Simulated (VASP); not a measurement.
ReS, 2 atoms in the cell. The structure is cubic, space group Fm-3m (No. 225). The conventional cell has a = 4.926 Å, b = 4.926 Å, c = 4.926 Å, α = 90.00°, β = 90.00°, γ = 90.00°. Re (site symmetry m-3m) has 6 S at 2.46 Å within 3.3 Å. S (site symmetry m-3m) has 6 Re at 2.46 Å within 3.3 Å. 

```yaml
Program: VASP 6.6.1
Task: single point
Functional: PBE
Potentials_or_basis: VASP PAW PBE potentials, release 64 (Re, S)
Cutoff: 520 eV
k_mesh: 8 × 8 × 8
Occupations: gaussian, width 0.1 eV
Spin: no spin polarisation
Dipole_correction: no
Further_INCAR_settings: ALGO = Normal; EDIFF = 1e-06; NBANDS = 14
```

Potentials or basis: VASP PAW PBE potentials, release 64 (Re, S).

Launch:

```bash
$ cat potpaw_PBE.64/Re/POTCAR potpaw_PBE.64/S/POTCAR > POTCAR
$ mpirun -np 1 vasp_std > vasp.out
```

Hardware: 1 thread of Intel(R) Xeon(R) 6975P-C (Granite Rapids) (shared host).

Q: How long does it take, and how much memory?

A: It took 6.8 s on 1 thread of Intel(R) Xeon(R) 6975P-C (Granite Rapids) (shared host), peak memory 0.15 GiB. Counts: scf iterations 12, k points 29.
